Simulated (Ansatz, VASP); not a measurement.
# One calculation of TlBr, two programs

```
CELL_PARAMETERS angstrom
3.94518 0.00000 0.00000
0.00000 3.94518 0.00000
0.00000 0.00000 3.94518
ATOMIC_POSITIONS crystal
Tl 0.00000 0.00000 0.00000
Br 0.50000 0.50000 0.50000
```

Alike in both runs: task single point; functional r2SCANh; k mesh 4 × 4 × 4; no spin polarisation.

```csv
,VASP,Ansatz
version,VASP 6.6.1,Ansatz 0.2.0
potentials or method,"VASP PAW PBE potentials, release 64 (Tl_d, Br)","plane waves, PAW"
plane-wave cutoff (eV),440,500
occupations,"gaussian, width 0.01 eV",fixed
valence electrons in the cell,20,20
```

```tsv
	VASP	Ansatz	Ansatz less VASP
gap on the k mesh at the Fermi level (eV)	2.71	2.69	-0.021
pressure (GPa)	1.1	1.2	+0.06
```

VASP's potentials were made for PBE, not for r2SCANh. Ansatz's warnings: stress exchange threshold loose, stress scf threshold loose.

Neither program's run includes spin-orbit coupling.
